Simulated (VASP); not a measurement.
Set up this calculation in VASP 6.6.1, as the native input.

| Item | Value |
| --- | --- |
| Task | relaxation of cell and atoms |
| Functional | r2SCAN |
| Potentials or basis | VASP PAW PBE potentials, release 64 (Si, O) |
| Cutoff | 600 eV |
| k mesh | 10 × 10 × 10 |
| Occupations | fermi-dirac, width 0.02 eV |
| Spin | no spin polarisation |
| Dipole correction | no |
| Further INCAR settings | ALGO = Normal; EDIFF = 1e-06; IBRION = 2; EDIFFG = -0.005; NSW = 80; ISIF = 3 |

SiO2:

```
CELL_PARAMETERS angstrom
-1.76357 1.76357 4.25951
1.76357 -1.76357 4.25951
1.76357 1.76357 -4.25951
ATOMIC_POSITIONS crystal
Si 0.00000 0.00000 0.00000
Si 0.75000 0.25000 0.50000
O 0.95784 0.45784 0.50000
O 0.20784 0.20784 0.00000
O 0.54216 0.04216 0.50000
O 0.79216 0.79216 0.00000
```

These files were run (other wordings do the same):

POSCAR

```
SiO2
1.0
   -1.7635718520      1.7635718520      4.2595057995
    1.7635718520     -1.7635718520      4.2595057995
    1.7635718520      1.7635718520     -4.2595057995
Si O
2 4
Direct
    0.0000000000      0.0000000000      0.0000000000
    0.7500000000      0.2500000000      0.5000000000
    0.9578402199      0.4578402199      0.5000000000
    0.2078402199      0.2078402199      0.0000000000
    0.5421597801      0.0421597801      0.5000000000
    0.7921597801      0.7921597801      0.0000000000
```

INCAR.step1

```
SYSTEM = SiO2
  PREC = Accurate
  ENCUT = 600
  ISMEAR = -1
  SIGMA = 0.02
  LREAL = .False.
  LASPH = .True.
  NELM = 80
  GGA = PE
  ALGO = Normal
  EDIFF = 1E-4
  LWAVE = .True.
  LCHARG = .False.
```

INCAR.step2

```
SYSTEM = SiO2
  PREC = Accurate
  ENCUT = 600
  EDIFF = 1E-6
  ISMEAR = -1
  SIGMA = 0.02
  LREAL = .False.
  LASPH = .True.
  NELM = 80
  ALGO = Normal
  ISIF = 3
  LWAVE = .False.
  LCHARG = .False.
  METAGGA = R2SCAN
  LMIXTAU = .True.
  IBRION = 2
  NSW = 80
  EDIFFG = -0.005
  ISTART = 1
```

KPOINTS

```
Automatic mesh
0
Gamma
  10 10 10
  0 0 0
```

Potentials or basis: VASP PAW PBE potentials, release 64 (Si, O).

Launch:

```sh
$ cat potpaw_PBE.64/Si/POTCAR potpaw_PBE.64/O/POTCAR > POTCAR
$ cp INCAR.step1 INCAR
$ mpirun -np 1 vasp_std > vasp.out
$ cp INCAR.step2 INCAR
$ mpirun -np 1 vasp_std > vasp.out
```

Results of the run:

| Property | Result |
| --- | --- |
| Relaxed volume | 8.53 Å³/atom |
| Relaxed cell | a = 4.879 Å, b = 4.879 Å, c = 4.879 Å, α = 138.13°, β = 138.13°, γ = 60.71° |
| Space group after relaxing (to 0.1 Å) | I4_1/amd (No. 141) |
| Energy gained by relaxing | 8.1 meV/atom |
| Ionic steps | 9 |
| Pressure after relaxing | 0.0 GPa |
| Largest force after relaxing | 0.004 eV/Å |
| Band gap on the k mesh | 7.22 eV (least direct gap 7.98 eV) |

Caveat: the PAW data sets were made with another functional, which shifts forces and pressure a little.

It took 64 min on 1 thread of Intel(R) Xeon(R) Platinum 8259CL CPU @ 2.50GHz (Skylake/Cascade Lake) (shared host), peak memory 0.33 GiB.
